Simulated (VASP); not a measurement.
# Ti (Fm-3m) in VASP: notebook

The runs below take Ti through single point, with PBE.

Everything below comes from runs of VASP 6.6.1. Logs are shortened: lines on timing, memory, paths and dates and some standing lists are left out, and cuts for length are marked.

**1. The cell of the first run**

It takes space group Fm-3m (No. 225, cubic). The conventional cell has a = 3.849 Å, b = 3.849 Å, c = 3.849 Å, α = 90.00°, β = 90.00°, γ = 90.00°. Ti (site symmetry m-3m) has 12 Ti at 2.72 Å within 3.6 Å.

**2. Single point, PBE, collinear spin, ferromagnetic start**

Contents of INCAR:

```
PREC = Accurate ; ENCUT = 520
EDIFF = 1E-6 ; ISMEAR = 0
SIGMA = 0.15 ; LREAL = False
LASPH = True ; NELM = 150
ALGO = Normal ; ISIF = 2
LWAVE = False ; LCHARG = False
ISPIN = 2 ; MAGMOM = 0.125
LORBIT = 11 ; NUPDOWN = 0.125
LMAXMIX = 4 ; GGA = PE
NBANDS = 16
```

Contents of KPOINTS:

```
Automatic mesh
0
Gamma
  20 20 20
```

Contents of POSCAR:

```
Ti
1.0
    0.0000000000      1.9243855913      1.9243855913
    1.9243855913      0.0000000000      1.9243855913
    1.9243855913      1.9243855913      0.0000000000
Ti
1
Direct
    0.0000000000      0.0000000000      0.0000000000
```

Potentials or basis: VASP PAW PBE potentials, release 64 (Ti_sv).

Launch:

```sh
> cat potpaw_PBE.64/Ti_sv/POTCAR > POTCAR
> mpirun -np 1 vasp_std > vasp.out
```

OUTCAR:

```text
PREC = Accurate
   ENCUT = 520
   EDIFF = 1E-6
   ISMEAR = 0
   LREAL = False
   LASPH = True
   NELM = 150
   ISIF = 2
   ISPIN = 2
   LORBIT = 11
   NUPDOWN = 0.125
   GGA = PE

 ion  position               nearest neighbor table
   1  0.000  0.000  0.000-

  LATTYP: Found a face centered cubic cell.
 ALAT       =     3.8487711826

  Lattice vectors:

 A1 = (   0.0000000000,   1.9243855913,   1.9243855913)
 A2 = (   1.9243855913,   0.0000000000,   1.9243855913)
 A3 = (   1.9243855913,   1.9243855913,   0.0000000000)

Analysis of symmetry for initial positions (statically):
=====================================================================
 Subroutine PRICEL returns:
 Original cell was already a primitive cell.

 Routine SETGRP: Setting up the symmetry group for a
 face centered cubic supercell.

 Subroutine GETGRP returns: Found 48 space group operations
 (whereof 48 operations were pure point group operations)
 out of a pool of 48 trial point group operations.

The static configuration has the point symmetry O_h .

Analysis of symmetry for dynamics (positions and initial velocities):
=====================================================================
 Subroutine PRICEL returns:
 Original cell was already a primitive cell.

 Routine SETGRP: Setting up the symmetry group for a
 face centered cubic supercell.

 Subroutine GETGRP returns: Found 48 space group operations
 (whereof 48 operations were pure point group operations)
 out of a pool of 48 trial point group operations.

The dynamic configuration has the point symmetry O_h .

Analysis of structural, dynamic, and magnetic symmetry:
=====================================================================
 Subroutine PRICEL returns:
 Original cell was already a primitive cell.

 Routine SETGRP: Setting up the symmetry group for a
 face centered cubic supercell.

 Subroutine GETGRP returns: Found 48 space group operations
 (whereof 48 operations were pure point group operations)
 out of a pool of 48 trial point group operations.

The overall configuration has the point symmetry O_h .

 Subroutine INISYM returns: Found 48 space group operations
 (whereof 48 operations are pure point group operations),
 and found     1 'primitive' translations

----------------------------------------------------------------------------------------

                                     Primitive cell

  volume of cell :      14.2530

  direct lattice vectors                    reciprocal lattice vectors
     0.000000000  1.924385591  1.924385591    -0.259823188  0.259823188  0.259823188
     1.924385591  0.000000000  1.924385591     0.259823188 -0.259823188  0.259823188
     1.924385591  1.924385591  0.000000000     0.259823188  0.259823188 -0.259823188

  length of vectors
     2.721492202  2.721492202  2.721492202     0.450026963  0.450026963  0.450026963

  position of ions in fractional coordinates (direct lattice)
     0.000000000  0.000000000  0.000000000

  ion indices of the primitive-cell ions
   primitive index   ion index
                 1           1

----------------------------------------------------------------------------------------

 KPOINTS: Automatic mesh

Automatic generation of k-mesh.
 Grid dimensions read from file:
 generate k-points for:   20   20   20

 Generating k-lattice:

  Cartesian coordinates                     Fractional coordinates (reciprocal lattice)
    -0.012991159  0.012991159  0.012991159     0.050000000  0.000000000  0.000000000
     0.012991159 -0.012991159  0.012991159     0.000000000  0.050000000  0.000000000
     0.012991159  0.012991159 -0.012991159     0.000000000  0.000000000  0.050000000

  Length of vectors
     0.022501348  0.022501348  0.022501348

  Shift w.r.t. Gamma in fractional coordinates (k-lattice)
     0.000000000  0.000000000  0.000000000

 Subroutine IBZKPT returns following result:
 ===========================================

 Found    256 irreducible k-points:

 Following reciprocal coordinates:
            Coordinates               Weight
  0.000000  0.000000  0.000000      1.000000
  0.050000  0.000000  0.000000      8.000000
  0.100000  0.000000  0.000000      8.000000
  0.150000  0.000000  0.000000      8.000000
  0.200000  0.000000  0.000000      8.000000
  0.250000  0.000000  0.000000      8.000000
[... 16 lines left out ...]
 -0.400000  0.050000  0.000000     24.000000
 -0.350000  0.050000  0.000000     24.000000
 [... further k-points ...]
   k-points           NKPTS =    256   k-points in BZ     NKDIM =    256   number of bands    NBANDS=     16
   number of dos      NEDOS =    301   number of ions     NIONS =      1
   total plane-waves  NPLWV =   8000
   dimension x,y,z NGX =    20 NGY =   20 NGZ =   20
   dimension x,y,z NGXF=    40 NGYF=   40 NGZF=   40
   ions per type =               1
   NGX,Y,Z   is equivalent  to a cutoff of  12.22, 12.22, 12.22 a.u.
   NGXF,Y,Z  is equivalent  to a cutoff of  24.43, 24.43, 24.43 a.u.
 SYSTEM =  unknown system
   PREC   = accura    normal or accurate (medium, high low for compatibility)
   ISTART =      0    job   : 0-new  1-cont  2-samecut
   ICHARG =      2    charge: 1-file 2-atom 10-const
   ISPIN  =      2    spin polarized calculation?
   LNONCOLLINEAR =      F non collinear calculations
   LSORBIT =      F    spin-orbit coupling
   LASPH  =      T    aspherical Exc in radial PAW
   ENCUT  =  520.0 eV  38.22 Ry    6.18 a.u.   5.06  5.06  5.06*2*pi/ulx,y,z
   NELM   =    150;   NELMIN=  2; NELMDL= -5     # of ELM steps
   EDIFF  = 0.1E-05   stopping-criterion for ELM
   LREAL  =      F    real-space projection
   EDIFFG = 0.1E-04   stopping-criterion for IOM
   NSW    =      0    number of steps for IOM
   IBRION =     -1    ionic relax: 0-MD 1-quasi-New 2-CG
   NFREE  =      0    steps in history (QN), initial steepest desc. (CG)
   ISIF   =      2    stress and relaxation
   ISYM   =      2    0-nonsym 1-usesym 2-fastsym
   POTIM  = 0.5000    time-step for ionic-motion
   TEBEG  =    0.0;   TEEND  =   0.0 temperature during run
   PSTRESS=    0.0 pullay stress
   NELECT =      12.0000    total number of electrons
   NUPDOWN=       0.1250    fix difference up-down
   EMIN   =  10.00;   EMAX   =-10.00  energy-range for DOS
   EFERMI =   0.00;   METHOD = LEGACY
   ISMEAR =     0;   SIGMA  =   0.15  broadening in eV -4-tet -1-fermi 0-gaus
   EFERMI_NEDOS =   21; number of points for ismear=-14 and -15
   IALGO  =     38    algorithm
   IMIX   =      4    mixing-type and parameters
     AMIX     =   0.40;   BMIX     =  1.00
     AMIX_MAG =   1.60;   BMIX_MAG =  1.00
  volume/ion in A,a.u.               =      14.25        96.18
  Fermi-wavevector in a.u.,A,eV,Ry     =   1.545847  2.921227 32.513063  2.389643
  Thomas-Fermi vector in A             =   2.651167
   LORBIT       =     11    0 simple, 1 ext, 2 COOP (PROOUT), +10 PAW based schemes
   GGA     = PE    functional components
   LHFCALC =     F    Hartree Fock is set to
   AEXX    =    0.0000 exact exchange contribution
   IVDW    =     0    specifies the selected vdW correction
   LEPSILON=     F    determine dielectric tensor
   LRPA    =     F    only Hartree local field effects (RPA)
 spin polarized calculation
 Gauss-broadening in eV      SIGMA  =   0.15
  energy-cutoff  :      520.00
  volume of cell :       14.25
 maximum number of plane-waves:       392
   NGX = 11   NGY = 11   NGZ = 11

 number of electron      11.9999994 magnetization       0.1250000

 Free energy of the ion-electron system (eV)
  ---------------------------------------------------
  ext. energy  EPLUGINS =         0.00000000
  ---------------------------------------------------
  free energy    TOTEN  =        -7.53934409 eV

  energy without entropy =       -7.52417823  energy(sigma->0) =       -7.53176116

 E-fermi :  10.4579     XC(G=0): -12.4612

 val. band max:       10.5477098736   @ k =  -0.1500   0.1000   0.0000
 cond. band min:      10.4637496138   @ k =  -0.3500   0.1500   0.0500
 fundamental gap:     -0.0839602598
 Fermi energy:        10.5477651812

 spin component 1

 k-point     1 :       0.0000    0.0000    0.0000
  band No.  band energies     occupation
      1     -45.9688      1.00000
      2     -21.5080      1.00000
      3     -21.5080      1.00000
      4     -21.5080      1.00000
      5       3.9453      1.00000
      6      11.4162      0.00000
[... 8 lines left out ...]
     15      36.4938      0.00000
     16      39.0633      0.00000

 k-point     2 :       0.0500    0.0000    0.0000
  band No.  band energies     occupation
      1     -45.9624      1.00000
      2     -21.5403      1.00000
      3     -21.5118      1.00000
      4     -21.5118      1.00000
      5       4.0443      1.00000
      6      11.3495      0.00000
[... 8 lines left out ...]
     15      37.1438      0.00000
     16      38.9911      0.00000

 k-point     3 :       0.1000    0.0000    0.0000
  band No.  band energies     occupation
      1     -45.9438      1.00000
      2     -21.6336      1.00000
      3     -21.5228      1.00000
      4     -21.5228      1.00000
      5       4.3337      1.00000
      6      11.1666      0.00000
[... 8 lines left out ...]
     15      37.4102      0.00000
     16      38.7464      0.00000
[... 362 lines left out ...]
 k-point    23 :      -0.4000    0.0500    0.0000
  band No.  band energies     occupation
      1     -45.7164      1.00000
      2     -22.6687      1.00000
      3     -21.6811      1.00000
      4     -21.6475      1.00000
      5       7.3730      1.00000
      6      11.0541      0.00000
[... 8 lines left out ...]
     15      36.1289      0.00000
     16      36.2952      0.00000

 k-point    24 :      -0.3500    0.0500    0.0000
  band No.  band energies     occupation
      1     -45.7430      1.00000
      2     -22.5530      1.00000
      3     -21.6698      1.00000
      4     -21.6283      1.00000
      5       7.1998      1.00000
      6      10.7326      0.04072
[... 8 lines left out ...]
     15      35.8697      0.00000
     16      36.0488      0.00000

 [... further k-points ...]

 spin component 2

 k-point     1 :       0.0000    0.0000    0.0000
  band No.  band energies     occupation
      1     -45.8923      1.00000
      2     -21.4325      1.00000
      3     -21.4325      1.00000
      4     -21.4325      1.00000
      5       4.0495      1.00000
      6      11.5166      0.00000
[... 8 lines left out ...]
     15      36.5706      0.00000
     16      39.1799      0.00000

 k-point     2 :       0.0500    0.0000    0.0000
  band No.  band energies     occupation
      1     -45.8859      1.00000
      2     -21.4647      1.00000
      3     -21.4362      1.00000
      4     -21.4362      1.00000
      5       4.1485      1.00000
      6      11.4503      0.00000
[... 8 lines left out ...]
     15      37.2221      0.00000
     16      39.1077      0.00000

 k-point     3 :       0.1000    0.0000    0.0000
  band No.  band energies     occupation
      1     -45.8674      1.00000
      2     -21.5578      1.00000
      3     -21.4472      1.00000
      4     -21.4472      1.00000
      5       4.4379      1.00000
      6      11.2685      0.00000
[... 8 lines left out ...]
     15      37.5082      0.00000
     16      38.8627      0.00000
[... 362 lines left out ...]
 k-point    23 :      -0.4000    0.0500    0.0000
  band No.  band energies     occupation
      1     -45.6403      1.00000
      2     -22.5909      1.00000
      3     -21.6051      1.00000
      4     -21.5715      1.00000
      5       7.4854      1.00000
      6      11.1369      0.00000
[... 8 lines left out ...]
     15      36.2164      0.00000
     16      36.3870      0.00000

 k-point    24 :      -0.3500    0.0500    0.0000
  band No.  band energies     occupation
      1     -45.6669      1.00000
      2     -22.4754      1.00000
      3     -21.5938      1.00000
      4     -21.5524      1.00000
      5       7.3099      1.00000
      6      10.8299      0.00023
[... 8 lines left out ...]
     15      35.9552      0.00000
     16      36.1446      0.00000

 [... further k-points ...]

------------------------ aborting loop because EDIFF is reached ----------------------------------------

  FORCE on cell =-STRESS in cart. coord.  units (eV):
  Direction    XX          YY          ZZ          XY          YZ          ZX
  --------------------------------------------------------------------------------------
  -------------------------------------------------------------------------------------
  Total        2.5990104      2.5990104      2.5990104      0.0000000     -0.0000000     -0.0000000
  in kB      292.1543218    292.1543218    292.1543218      0.0000000     -0.0000000     -0.0000000
  external PRESSURE =     292.1543218 kB  Pullay stress =       0.0000000 kB

 VOLUME and BASIS-vectors are now :
 -----------------------------------------------------------------------------
  energy-cutoff  :      520.00
  volume of cell :       14.25
      direct lattice vectors                 reciprocal lattice vectors
     0.000000000  1.924385591  1.924385591    -0.259823188  0.259823188  0.259823188
     1.924385591  0.000000000  1.924385591     0.259823188 -0.259823188  0.259823188
     1.924385591  1.924385591  0.000000000     0.259823188  0.259823188 -0.259823188

 POSITION                                       TOTAL-FORCE (eV/Angst)
 -----------------------------------------------------------------------------------
      0.00000      0.00000      0.00000        -0.000000      0.000000     -0.000000
 -----------------------------------------------------------------------------------
    total drift:                               -0.000000     -0.000000     -0.000000

  FREE ENERGIE OF THE ION-ELECTRON SYSTEM (eV)
  ---------------------------------------------------
  free  energy   TOTEN  =        -7.5393440917 eV

  energy  without entropy=       -7.5241782255  energy(sigma->0) =       -7.53176116

 total charge

# of ion       s       p       d       tot
------------------------------------------
    1        2.291   6.153   2.088  10.533

 magnetization (x)

# of ion       s       p       d       tot
------------------------------------------
    1        0.002   0.011   0.078   0.091
```

It took 62 s on 1 thread of AMD EPYC 9R45 (Zen 5), shared host; peak memory 0.16 GiB.

What came out:

```yaml
Free_energy: -7.5393 eV
Pressure: 29.2 GPa
Net_moment: 0.12 μB per cell
Site_moments: Ti +0.09 μB
Valence_electrons_inside_the_program's_atomic_spheres: Ti 10.53
```

Caveat: the total moment is fixed, so each spin has its own Fermi level.

**3. Single point, PBE, collinear spin, ferromagnetic start**

Contents of INCAR:

```
PREC = Accurate ; ENCUT = 520
EDIFF = 1E-6 ; ISMEAR = 0
SIGMA = 0.15 ; LREAL = F
LASPH = T ; NELM = 150
ALGO = Fast ; ISIF = 2
LWAVE = F ; LCHARG = F
ISPIN = 2 ; MAGMOM = 0.375
LORBIT = 11 ; NUPDOWN = 0.375
LMAXMIX = 4 ; GGA = PE
NBANDS = 16
```

Contents of KPOINTS:

```
regular mesh
0
Gamma
  20 20 20
```

POSCAR is that of step 2.

Potentials or basis: VASP PAW PBE potentials, release 64 (Ti_sv).

Launch:

```sh
> cat potpaw_PBE.64/Ti_sv/POTCAR > POTCAR
> mpirun -np 1 vasp_std > vasp.out
```

OUTCAR:

```text
PREC = Accurate
   ENCUT = 520
   EDIFF = 1E-6
   ISMEAR = 0
   LREAL = F
   LASPH = T
   NELM = 150
   ISIF = 2
   ISPIN = 2
   LORBIT = 11
   NUPDOWN = 0.375
   GGA = PE

 ion  position               nearest neighbor table
   1  0.000  0.000  0.000-

  LATTYP: Found a face centered cubic cell.
 ALAT       =     3.8487711826

  Lattice vectors:

 A1 = (   0.0000000000,   1.9243855913,   1.9243855913)
 A2 = (   1.9243855913,   0.0000000000,   1.9243855913)
 A3 = (   1.9243855913,   1.9243855913,   0.0000000000)

Analysis of symmetry for initial positions (statically):
=====================================================================
 Subroutine PRICEL returns:
 Original cell was already a primitive cell.

 Routine SETGRP: Setting up the symmetry group for a
 face centered cubic supercell.

 Subroutine GETGRP returns: Found 48 space group operations
 (whereof 48 operations were pure point group operations)
 out of a pool of 48 trial point group operations.

The static configuration has the point symmetry O_h .

Analysis of symmetry for dynamics (positions and initial velocities):
[... 638 lines left out ...]

 spin component 2

 k-point     1 :       0.0000    0.0000    0.0000
  band No.  band energies     occupation
      1     -45.8075      1.00000
      2     -21.3489      1.00000
      3     -21.3489      1.00000
      4     -21.3489      1.00000
      5       4.1578      1.00000
      6      11.6211      0.00000
[... 435 lines left out ...]
      5       7.4235      1.00000
      6      10.9313      0.00000
[... 8 lines left out ...]
     15      36.0469      0.00000
     16      36.2455      0.00000

 [... further k-points ...]

------------------------ aborting loop because EDIFF is reached ----------------------------------------

  FORCE on cell =-STRESS in cart. coord.  units (eV):
  Direction    XX          YY          ZZ          XY          YZ          ZX
  --------------------------------------------------------------------------------------
  -------------------------------------------------------------------------------------
  Total        2.6497684      2.6497684      2.6497684     -0.0000000      0.0000000      0.0000000
  in kB      297.8600221    297.8600221    297.8600221     -0.0000000      0.0000000      0.0000000
  external PRESSURE =     297.8600221 kB  Pullay stress =       0.0000000 kB

 VOLUME and BASIS-vectors are now :
 -----------------------------------------------------------------------------
  energy-cutoff  :      520.00
  volume of cell :       14.25
      direct lattice vectors                 reciprocal lattice vectors
     0.000000000  1.924385591  1.924385591    -0.259823188  0.259823188  0.259823188
     1.924385591  0.000000000  1.924385591     0.259823188 -0.259823188  0.259823188
     1.924385591  1.924385591  0.000000000     0.259823188  0.259823188 -0.259823188

 POSITION                                       TOTAL-FORCE (eV/Angst)
 -----------------------------------------------------------------------------------
      0.00000      0.00000      0.00000        -0.000000      0.000000     -0.000000
 -----------------------------------------------------------------------------------
    total drift:                               -0.000000     -0.000000     -0.000000

  FREE ENERGIE OF THE ION-ELECTRON SYSTEM (eV)
  ---------------------------------------------------
  free  energy   TOTEN  =        -7.5175808635 eV

  energy  without entropy=       -7.5023828231  energy(sigma->0) =       -7.50998184

 total charge

# of ion       s       p       d       tot
------------------------------------------
    1        2.291   6.154   2.088  10.533

 magnetization (x)

# of ion       s       p       d       tot
------------------------------------------
    1        0.004   0.034   0.235   0.273
```

stdout:

```text
POSCAR found type information on POSCAR Ti
 POSCAR found :  1 types and       1 ions
 scaLAPACK will be used
 LDA part: xc-table for (Slater+PW92), standard interpolation
 POSCAR, INCAR and KPOINTS ok, starting setup
 FFT: planning ... GRIDC
 FFT: planning ... GRID_SOFT
 FFT: planning ... GRID
 WAVECAR not read
 entering main loop
WARNING in EDDRMM: call to ZHEGV failed, returncode =   8  4     15
WARNING in EDDRMM: call to ZHEGV failed, returncode =   8  4     11
WARNING in EDDRMM: call to ZHEGV failed, returncode =   8  4      5
WARNING in EDDRMM: call to ZHEGV failed, returncode =   6  3     12
WARNING in EDDRMM: call to ZHEGV failed, returncode =   6  3     10
```

Wall time 89 s (1 thread of AMD EPYC 9R45 (Zen 5), shared host); peak memory 0.16 GiB.

Results:

```yaml
Free_energy: -7.5176 eV
Pressure: 29.8 GPa
Net_moment: 0.38 μB per cell
Site_moments: Ti +0.27 μB
Valence_electrons_inside_the_program's_atomic_spheres: Ti 10.53
```

Caveat: the total moment is fixed, so each spin has its own Fermi level.

**4. Single point, PBE, collinear spin, ferromagnetic start**

Contents of INCAR:

```
SYSTEM = Ti
  PREC = Accurate
  ENCUT = 520
  EDIFF = 1E-6
  ISMEAR = 0
  SIGMA = 0.15
  LREAL = .False.
  LASPH = .True.
  NELM = 150
  ALGO = Normal
  ISIF = 2
  LWAVE = .False.
  LCHARG = .False.
  ISPIN = 2
  MAGMOM = 0.625
  LORBIT = 11
  NUPDOWN = 0.625
  LMAXMIX = 4
  GGA = PE
  NBANDS = 16
```

Contents of KPOINTS:

```
Automatic mesh
0
Gamma
  20 20 20
  0 0 0
```

POSCAR is that of step 3.

Launch:

```sh
> cat potpaw_PBE.64/Ti_sv/POTCAR > POTCAR
> mpirun -np 1 vasp_std > vasp.out
```

Wall time 69 s (1 thread of AMD EPYC 9R45 (Zen 5), shared host); peak memory 0.16 GiB.

It converged, with:

```yaml
Free_energy: -7.4733 eV
Pressure: 31.2 GPa
Net_moment: 0.62 μB per cell
Site_moments: Ti +0.46 μB
Valence_electrons_inside_the_program's_atomic_spheres: Ti 10.54
```

Caveat: the total moment is fixed, so each spin has its own Fermi level.

(Continued in part 2 of 2.)
